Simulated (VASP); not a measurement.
# TiAl3 in VASP: a series of runs

Runs on TiAl3. Level: r2SCAN. Tasks: relaxation of cell and atoms, single point.

All numbers are computed with VASP 6.6.1; they aren't measurements. Logs are shortened: lines on timing, memory, paths and dates and some standing lists are left out, and cuts for length are marked.

## Step 1: The cell of the first run

Symmetry: Pm-3m, No. 221, cubic system. Conventional cell: a = 3.956 Å, b = 3.956 Å, c = 3.956 Å, α = 90.00°, β = 90.00°, γ = 90.00°. Ti (site symmetry m-3m) has 12 Al at 2.80 Å within 3.7 Å. Al (site symmetry 4/mmm) has 4 Ti at 2.80 Å and 8 Al at 2.80 Å within 3.7 Å.

## Step 2: Relaxation of cell and atoms, r2SCAN

POSCAR

```
TiAl3
1.0
    3.9556712500      0.0000000000      0.0000000000
    0.0000000000      3.9556712500      0.0000000000
    0.0000000000      0.0000000000      3.9556712500
Ti Al
1 3
Direct
    0.0000000000      0.0000000000      0.0000000000
    0.5000000000      0.5000000000      0.0000000000
    0.5000000000      0.0000000000      0.5000000000
    0.0000000000      0.5000000000      0.5000000000
```

INCAR.step1

```
SYSTEM = TiAl3
PREC = Accurate ; ENCUT = 600
ISMEAR = 0 ; SIGMA = 0.1
LREAL = .False. ; LASPH = .True.
NELM = 60 ; GGA = PE
ALGO = Normal ; EDIFF = 1E-4
LWAVE = .True. ; LCHARG = .False.
```

INCAR.step2

```
SYSTEM = TiAl3
PREC = Accurate ; ENCUT = 600
EDIFF = 1E-7 ; ISMEAR = 0
SIGMA = 0.1 ; LREAL = .False.
LASPH = .True. ; NELM = 60
ALGO = Normal ; ISIF = 3
LWAVE = .False. ; LCHARG = .False.
METAGGA = R2SCAN ; LMIXTAU = .True.
IBRION = 2 ; NSW = 100
EDIFFG = -0.005 ; ISTART = 1
```

KPOINTS

```
regular mesh
0
Gamma
  10 10 10
  0 0 0
```

Potentials or basis: VASP PAW PBE potentials, release 64 (Ti_sv, Al).

Run with:

```sh
$ cat potpaw_PBE.64/Ti_sv/POTCAR potpaw_PBE.64/Al/POTCAR > POTCAR
$ cp INCAR.step1 INCAR
$ mpirun -np 1 vasp_std > vasp.out
$ cp INCAR.step2 INCAR
$ mpirun -np 1 vasp_std > vasp.out
```

OUTCAR:

```text
SYSTEM = TiAl3
   PREC = Accurate
   ENCUT = 600
   EDIFF = 1E-7
   ISMEAR = 0
   LREAL = .False.
   LASPH = .True.
   NELM = 60
   ISIF = 3
   METAGGA = R2SCAN
   IBRION = 2
   NSW = 100
   EDIFFG = -0.005
   ISTART = 1

 ion  position               nearest neighbor table
   1  0.000  0.000  0.000-   2 2.80   3 2.80   4 2.80   3 2.80   4 2.80   2 2.80   4 2.80   4 2.80
                             2 2.80   3 2.80   3 2.80   2 2.80
   2  0.500  0.500  0.000-   1 2.80   3 2.80   4 2.80   3 2.80   4 2.80   1 2.80   3 2.80   3 2.80
                             1 2.80   4 2.80   4 2.80   1 2.80
   3  0.500  0.000  0.500-   1 2.80   2 2.80   4 2.80   1 2.80   2 2.80   2 2.80   4 2.80   2 2.80
                             1 2.80   4 2.80   1 2.80   4 2.80
   4  0.000  0.500  0.500-   1 2.80   2 2.80   3 2.80   1 2.80   2 2.80   1 2.80   3 2.80   1 2.80
                             2 2.80   3 2.80   2 2.80   3 2.80

  LATTYP: Found a simple cubic cell.
 ALAT       =     3.9556712500

  Lattice vectors:

 A1 = (   3.9556712500,   0.0000000000,   0.0000000000)
 A2 = (   0.0000000000,   3.9556712500,   0.0000000000)
 A3 = (   0.0000000000,   0.0000000000,   3.9556712500)

Analysis of symmetry for initial positions (statically):
=====================================================================
 Subroutine PRICEL returns:
 Original cell was already a primitive cell.

 Routine SETGRP: Setting up the symmetry group for a
 simple cubic supercell.

 Subroutine GETGRP returns: Found 48 space group operations
 (whereof 48 operations were pure point group operations)
 out of a pool of 48 trial point group operations.

The static configuration has the point symmetry O_h .

Analysis of symmetry for dynamics (positions and initial velocities):
=====================================================================
 Subroutine PRICEL returns:
 Original cell was already a primitive cell.

 Routine SETGRP: Setting up the symmetry group for a
 simple cubic supercell.

 Subroutine GETGRP returns: Found 48 space group operations
 (whereof 48 operations were pure point group operations)
 out of a pool of 48 trial point group operations.

The dynamic configuration has the point symmetry O_h .

 Subroutine INISYM returns: Found 48 space group operations
 (whereof 48 operations are pure point group operations),
 and found     1 'primitive' translations

----------------------------------------------------------------------------------------

                                     Primitive cell
[... 112 lines left out ...]
   IALGO  =     38    algorithm
   IMIX   =      4    mixing-type and parameters
     AMIX     =   0.40;   BMIX     =  1.00
     AMIX_MAG =   1.60;   BMIX_MAG =  1.00
  volume/ion in A,a.u.               =      15.47       104.42
  Fermi-wavevector in a.u.,A,eV,Ry     =   1.141811  2.157711 17.738371  1.303733
  Thomas-Fermi vector in A             =   2.278511
   LORBIT       =      0    0 simple, 1 ext, 2 COOP (PROOUT), +10 PAW based schemes
   METAGGA = R2SCAN    functional components
   LHFCALC =     F    Hartree Fock is set to
   AEXX    =    0.0000 exact exchange contribution
   IVDW    =     0    specifies the selected vdW correction
   LEPSILON=     F    determine dielectric tensor
   LRPA    =     F    only Hartree local field effects (RPA)
 conjugate gradient relaxation of ions
 non-spin polarized calculation
 Gauss-broadening in eV      SIGMA  =   0.10
  energy-cutoff  :      600.00
  volume of cell :       61.90
 maximum number of plane-waves:      2103
 NGX is ok and might be reduce to    32
   NGX = 15   NGY = 15   NGZ = 15

--------------------------------------- Ionic step        1  -------------------------------------------

 number of electron      20.9999993 magnetization

 Free energy of the ion-electron system (eV)
  ---------------------------------------------------
  ext. energy  EPLUGINS =         0.00000000
  ---------------------------------------------------
  free energy    TOTEN  =       -34.82275143 eV

  energy without entropy =      -34.81303343  energy(sigma->0) =      -34.81789243

------------------------ aborting loop because EDIFF is reached ----------------------------------------

  FORCE on cell =-STRESS in cart. coord.  units (eV):
  Direction    XX          YY          ZZ          XY          YZ          ZX
  --------------------------------------------------------------------------------------
  -------------------------------------------------------------------------------------
  Total       -0.0448746     -0.0448746     -0.0448746     -0.0000000     -0.0000000      0.0000000
  in kB       -1.1615847     -1.1615847     -1.1615847     -0.0000000     -0.0000000      0.0000000
  external PRESSURE =      -1.1615847 kB  Pullay stress =       0.0000000 kB
[... 63 lines left out ...]
--------------------------------------- Ionic step        3  -------------------------------------------

 number of electron      20.9999993 magnetization

 Free energy of the ion-electron system (eV)
  ---------------------------------------------------
  ext. energy  EPLUGINS =         0.00000000
  ---------------------------------------------------
  free energy    TOTEN  =       -34.82277500 eV

  energy without entropy =      -34.81307447  energy(sigma->0) =      -34.81792473

 E-fermi :   9.2016     XC(G=0): -11.5946

 val. band max:        9.1577003060   @ k =   0.4000   0.4000   0.1000
 cond. band min:       9.2056481632   @ k =   0.2000   0.1000   0.0000
 fundamental gap:      0.0479478572
 Fermi energy:         9.2015598366

 k-point     1 :       0.0000    0.0000    0.0000
  band No.  band energies     occupation
      1     -50.1536      2.00000
      2     -25.4205      2.00000
      3     -25.4205      2.00000
      4     -25.4205      2.00000
      5      -2.3228      2.00000
      6       5.9670      2.00000
      7       5.9670      2.00000
      8       6.7831      2.00000
      9       6.7831      2.00000
     10       6.7831      2.00000
     11       9.3141      0.11137
     12       9.3141      0.11136
     13       9.3141      0.11134
     14       9.8316      0.00000
[... 377 lines left out ...]
      1     -50.1528      2.00000
      2     -25.4346      2.00000
      3     -25.4215      2.00000
      4     -25.4213      2.00000
      5      -1.2204      2.00000
      6       2.7018      2.00000
      7       5.5828      2.00000
      8       6.1035      2.00000
      9       7.2280      2.00000
     10       8.5986      2.00000
     11       9.1024      1.83920
     12       9.7178      0.00000
     13      10.0893      0.00000
     14      11.6239      0.00000

 [... further k-points ...]
[... 5 lines left out ...]
  --------------------------------------------------------------------------------------
  -------------------------------------------------------------------------------------
  Total        0.0019249      0.0019249      0.0019249     -0.0000000     -0.0000000      0.0000000
  in kB        0.0498784      0.0498784      0.0498784     -0.0000000     -0.0000000      0.0000000
  external PRESSURE =       0.0498784 kB  Pullay stress =       0.0000000 kB
[... 19 lines left out ...]
  FREE ENERGIE OF THE ION-ELECTRON SYSTEM (eV)
  ---------------------------------------------------
  free  energy   TOTEN  =       -34.8227749992 eV

  energy  without entropy=      -34.8130744703  energy(sigma->0) =      -34.81792473

 reached required accuracy - stopping structural energy minimisation
```

OSZICAR.step1:

```text
N       E                     dE             d eps       ncg     rms          rms(c)
DAV:   1     0.134000983344E+03    0.13400E+03   -0.10245E+04  1568   0.155E+03
DAV:   2    -0.110499954223E+02   -0.14505E+03   -0.14341E+03  1580   0.372E+02
DAV:   3    -0.223145898285E+02   -0.11265E+02   -0.11035E+02  2744   0.866E+01
DAV:   4    -0.225566209053E+02   -0.24203E+00   -0.24138E+00  1902   0.130E+01
DAV:   5    -0.225652353334E+02   -0.86144E-02   -0.86094E-02  2498   0.235E+00    0.112E+01
DAV:   6    -0.215661652486E+02    0.99907E+00   -0.33632E+01  2254   0.455E+01    0.774E+00
DAV:   7    -0.206199303913E+02    0.94623E+00   -0.12757E+01  1926   0.274E+01    0.321E+00
DAV:   8    -0.205941068275E+02    0.25824E-01   -0.15725E+00  2004   0.107E+01    0.164E+00
DAV:   9    -0.205483815036E+02    0.45725E-01   -0.39702E-01  2082   0.518E+00    0.186E-01
DAV:  10    -0.205502064285E+02   -0.18249E-02   -0.12113E-02  2096   0.947E-01    0.275E-01
DAV:  11    -0.205486308817E+02    0.15755E-02   -0.96374E-03  2118   0.745E-01    0.327E-02
DAV:  12    -0.205486375230E+02   -0.66413E-05   -0.13676E-04  1388   0.103E-01
   1 F= -.20548638E+02 E0= -.20543294E+02  d E =-.106865E-01
```

Run time: 2.1 min. Hardware: 1 thread of Intel Xeon 6975P-C (Granite Rapids), shared host; peak memory 0.22 GiB.

What came out:

```
Free energy                            : -34.8228 eV
Relaxed volume                         : 15.46 Å³/atom
Relaxed cell                           : a = 3.954 Å, b = 3.954 Å, c = 3.954 Å, α = 90.00°, β = 90.00°, γ = 90.00°
Space group after relaxing (to 0.05 Å) : Pm-3m (No. 221)
Energy gained by relaxing              : 0.0 meV/atom
Ionic steps                            : 3
Pressure after relaxing                : 0.0 GPa
```

Final structure:
```
CELL_PARAMETERS angstrom
3.95432 0.00000 0.00000
0.00000 3.95432 0.00000
0.00000 0.00000 3.95432
ATOMIC_POSITIONS crystal
Ti 0.00000 0.00000 0.00000
Al 0.50000 0.50000 0.00000
Al 0.50000 0.00000 0.50000
Al 0.00000 0.50000 0.50000
```

Caveat: the PAW data sets were made with another functional, which shifts forces and pressure a little.

## Step 3: Relaxation of cell and atoms, r2SCAN, target pressure -1 GPa, at which the enthalpy is minimised

This run uses another cell than the first one, of 15.62 Å³/atom, 1.010 times its volume.

POSCAR

```
TiAl3
1.0
    3.9684923120      0.0000000000      0.0000000000
    0.0000000000      3.9684923120      0.0000000000
    0.0000000000      0.0000000000      3.9684923120
Ti Al
1 3
Direct
    0.0000000000      0.0000000000      0.0000000000
    0.5000000000      0.5000000000      0.0000000000
    0.5000000000      0.0000000000      0.5000000000
    0.0000000000      0.5000000000      0.5000000000
```

INCAR.step1

```
SYSTEM = TiAl3
PREC = Accurate
ENCUT = 600
ISMEAR = 0
SIGMA = 0.1
LREAL = .FALSE.
LASPH = .TRUE.
NELM = 100
GGA = PE
ALGO = Normal
EDIFF = 1E-4
LWAVE = .TRUE.
LCHARG = .FALSE.
```

INCAR.step2

```
SYSTEM = TiAl3
PREC = Accurate
ENCUT = 600
EDIFF = 1E-7
ISMEAR = 0
SIGMA = 0.1
LREAL = .FALSE.
LASPH = .TRUE.
NELM = 100
ALGO = Normal
ISIF = 3
LWAVE = .FALSE.
LCHARG = .FALSE.
METAGGA = R2SCAN
LMIXTAU = .TRUE.
IBRION = 2
NSW = 70
EDIFFG = -0.008
PSTRESS = -10.0
ISTART = 1
```

KPOINTS

```
regular mesh
0
G
  10 10 10
  0 0 0
```

Potentials or basis: VASP PAW PBE potentials, release 64 (Ti_sv, Al).

Run with:

```sh
$ cat potpaw_PBE.64/Ti_sv/POTCAR potpaw_PBE.64/Al/POTCAR > POTCAR
$ cp INCAR.step1 INCAR
$ mpirun -np 1 vasp_std > vasp.out
$ cp INCAR.step2 INCAR
$ mpirun -np 1 vasp_std > vasp.out
```

OUTCAR:

```text
SYSTEM = TiAl3
   PREC = Accurate
   ENCUT = 600
   EDIFF = 1E-7
   ISMEAR = 0
   LREAL = .FALSE.
   LASPH = .TRUE.
   NELM = 100
   ISIF = 3
   METAGGA = R2SCAN
   IBRION = 2
   NSW = 70
   EDIFFG = -0.008
   PSTRESS = -10.0
   ISTART = 1

 ion  position               nearest neighbor table
   1  0.000  0.000  0.000-   2 2.81   3 2.81   4 2.81   3 2.81   4 2.81   2 2.81   4 2.81   4 2.81
                             2 2.81   3 2.81   3 2.81   2 2.81
   2  0.500  0.500  0.000-   1 2.81   3 2.81   4 2.81   3 2.81   4 2.81   1 2.81   3 2.81   3 2.81
                             1 2.81   4 2.81   4 2.81   1 2.81
   3  0.500  0.000  0.500-   1 2.81   2 2.81   4 2.81   1 2.81   2 2.81   2 2.81   4 2.81   2 2.81
                             1 2.81   4 2.81   1 2.81   4 2.81
   4  0.000  0.500  0.500-   1 2.81   2 2.81   3 2.81   1 2.81   2 2.81   1 2.81   3 2.81   1 2.81
                             2 2.81   3 2.81   2 2.81   3 2.81

  LATTYP: Found a simple cubic cell.
 ALAT       =     3.9684923120

  Lattice vectors:

 A1 = (   3.9684923120,   0.0000000000,   0.0000000000)
 A2 = (   0.0000000000,   3.9684923120,   0.0000000000)
 A3 = (   0.0000000000,   0.0000000000,   3.9684923120)

Analysis of symmetry for initial positions (statically):
=====================================================================
 Subroutine PRICEL returns:
 Original cell was already a primitive cell.

 Routine SETGRP: Setting up the symmetry group for a
 simple cubic supercell.

 Subroutine GETGRP returns: Found 48 space group operations
 (whereof 48 operations were pure point group operations)
 out of a pool of 48 trial point group operations.

The static configuration has the point symmetry O_h .

Analysis of symmetry for dynamics (positions and initial velocities):
=====================================================================
 Subroutine PRICEL returns:
 Original cell was already a primitive cell.

 Routine SETGRP: Setting up the symmetry group for a
 simple cubic supercell.

 Subroutine GETGRP returns: Found 48 space group operations
[... 141 lines left out ...]
  energy-cutoff  :      600.00
  volume of cell :       62.50
 maximum number of plane-waves:      2176
 NGX is ok and might be reduce to    32
   NGX = 15   NGY = 15   NGZ = 15

--------------------------------------- Ionic step        1  -------------------------------------------

 number of electron      20.9999993 magnetization

 Free energy of the ion-electron system (eV)
  ---------------------------------------------------
  ext. energy  EPLUGINS =         0.00000000
  ---------------------------------------------------
  free energy    TOTEN  =       -34.82030090 eV

  energy without entropy =      -34.81041462  energy(sigma->0) =      -34.81535776

------------------------ aborting loop because EDIFF is reached ----------------------------------------

  FORCE on cell =-STRESS in cart. coord.  units (eV):
  Direction    XX          YY          ZZ          XY          YZ          ZX
  --------------------------------------------------------------------------------------
  -------------------------------------------------------------------------------------
  Total       -0.4718768     -0.4718768     -0.4718768     -0.0000000     -0.0000000      0.0000000
  in kB      -12.0965802    -12.0965802    -12.0965802     -0.0000000     -0.0000000      0.0000000
  external PRESSURE =      -2.0965802 kB  Pullay stress =     -10.0000000 kB
[... 67 lines left out ...]
--------------------------------------- Ionic step        3  -------------------------------------------

 number of electron      20.9999993 magnetization

 Free energy of the ion-electron system (eV)
  ---------------------------------------------------
  ext. energy  EPLUGINS =         0.00000000
  ---------------------------------------------------
  free energy    TOTEN  =       -34.82118150 eV

  energy without entropy =      -34.81133002  energy(sigma->0) =      -34.81625576

 E-fermi :   9.1071     XC(G=0): -11.5576

 val. band max:        9.0651580961   @ k =   0.4000   0.4000   0.1000
 cond. band min:       9.1080373039   @ k =   0.4000   0.2000   0.0000
 fundamental gap:      0.0428792079
 Fermi energy:         9.1070645455

 k-point     1 :       0.0000    0.0000    0.0000
  band No.  band energies     occupation
      1     -50.2695      2.00000
      2     -25.5338      2.00000
      3     -25.5338      2.00000
      4     -25.5338      2.00000
      5      -2.3639      2.00000
      6       5.8924      2.00000
      7       5.8924      2.00000
      8       6.6965      2.00000
      9       6.6965      2.00000
     10       6.6965      2.00000
     11       9.2213      0.10625
     12       9.2213      0.10624
     13       9.2213      0.10622
     14       9.7458      0.00000
[... 377 lines left out ...]
      1     -50.2688      2.00000
      2     -25.5473      2.00000
      3     -25.5346      2.00000
      4     -25.5345      2.00000
      5      -1.2682      2.00000
      6       2.6340      2.00000
      7       5.5060      2.00000
      8       6.0269      2.00000
      9       7.1525      2.00000
     10       8.5095      2.00000
     11       9.0122      1.82036
     12       9.6163      0.00000
     13       9.9864      0.00000
     14      11.5151      0.00000

 [... further k-points ...]
[... 5 lines left out ...]
  --------------------------------------------------------------------------------------
  -------------------------------------------------------------------------------------
  Total       -0.3847917     -0.3847917     -0.3847917     -0.0000000     -0.0000000     -0.0000000
  in kB       -9.8842475     -9.8842475     -9.8842475     -0.0000000     -0.0000000     -0.0000000
  external PRESSURE =       0.1157525 kB  Pullay stress =     -10.0000000 kB
[... 23 lines left out ...]
  energy  without entropy=      -34.8113300224  energy(sigma->0) =      -34.81625576

  enthalpy is  TOTEN    =       -35.2104793828 eV   P V=       -0.3892978842

 reached required accuracy - stopping structural energy minimisation
```

OSZICAR.step1:

```text
N       E                     dE             d eps       ncg     rms          rms(c)
DAV:   1     0.126221763763E+03    0.12622E+03   -0.10159E+04  1568   0.154E+03
DAV:   2    -0.116414175321E+02   -0.13786E+03   -0.13608E+03  1610   0.357E+02
DAV:   3    -0.223371061816E+02   -0.10696E+02   -0.10421E+02  2716   0.824E+01
DAV:   4    -0.225811571594E+02   -0.24405E+00   -0.24267E+00  1930   0.130E+01
DAV:   5    -0.225896220854E+02   -0.84649E-02   -0.84575E-02  2490   0.232E+00    0.111E+01
DAV:   6    -0.216048202845E+02    0.98480E+00   -0.34330E+01  2230   0.456E+01    0.787E+00
DAV:   7    -0.206244892366E+02    0.98033E+00   -0.13226E+01  1926   0.278E+01    0.317E+00
DAV:   8    -0.205993349412E+02    0.25154E-01   -0.16180E+00  2024   0.108E+01    0.164E+00
DAV:   9    -0.205538860906E+02    0.45449E-01   -0.39355E-01  2062   0.514E+00    0.185E-01
DAV:  10    -0.205556559006E+02   -0.17698E-02   -0.11954E-02  2112   0.952E-01    0.270E-01
DAV:  11    -0.205541354568E+02    0.15204E-02   -0.93768E-03  2120   0.730E-01    0.313E-02
DAV:  12    -0.205541432749E+02   -0.78180E-05   -0.13351E-04  1394   0.100E-01
   1 F= -.20554143E+02 E0= -.20548732E+02  d E =-.108235E-01
```

It took 8.2 min on 1 thread of Oxide Virtual Turin-like, shared host; peak memory 0.2 GiB.

What came out:

```yaml
Free_energy: -34.8212 eV
Relaxed_volume: 15.59 Å³/atom
Relaxed_cell: a = 3.966 Å, b = 3.966 Å, c = 3.966 Å, α = 90.00°, β = 90.00°, γ = 90.00°
Space_group_after_relaxing_to_0.05_Å: Pm-3m (No. 221)
Energy_change_on_relaxing_the_enthalpy_is_what_falls: -0.2 meV/atom
Ionic_steps: 3
Pressure_after_relaxing: -1.0 GPa
```

Step by step:
| step | energy change (eV) | largest force (eV/Å) | pressure (GPa) | volume (Å³) |
| --- | --- | --- | --- | --- |
| 1 | 0.0000 | 0.0000 | -1.21 | 62.50 |
| 2 | -0.0012 | 0.0000 | -0.89 | 62.31 |
| 3 | -0.0009 | 0.0000 | -0.99 | 62.37 |

Final structure:
```yaml
crystal:
  lattice:
    - [3.96580, 0.00000, 0.00000]
    - [0.00000, 3.96580, 0.00000]
    - [0.00000, 0.00000, 3.96580]
  atoms:
    - { symbol: Ti, position: [0.00000, 0.00000, 0.00000] }
    - { symbol: Al, position: [0.50000, 0.50000, 0.00000] }
    - { symbol: Al, position: [0.50000, 0.00000, 0.50000] }
    - { symbol: Al, position: [0.00000, 0.50000, 0.50000] }
```

Levels at points of the mesh, in eV from the Fermi level:
| k point | band 7 | band 8 | band 9 | band 10 | band 11 | band 12 | band 13 | band 14 |
| --- | --- | --- | --- | --- | --- | --- | --- | --- |
| (0.00, 0.00, 0.00) | -3.21 | -2.41 | -2.41 | -2.41 | 0.11 | 0.11 | 0.11 | 0.64 |
| (0.50, 0.00, 0.00) | -2.46 | -2.46 | -2.30 | 0.38 | 0.65 | 0.65 | 0.90 | 1.15 |
| (0.50, 0.50, 0.00) | -6.54 | -5.42 | -1.38 | -1.38 | 0.61 | 1.05 | 1.08 | 1.37 |
| (0.50, 0.50, 0.50) | -5.41 | -5.41 | -3.88 | -3.88 | -3.88 | 0.19 | 1.44 | 1.44 |

Caveat: the cell is relaxed towards a set pressure, so the enthalpy falls and the energy may rise; the PAW data sets were made with another functional, which shifts forces and pressure a little.

(Continued in part 2 of 2.)
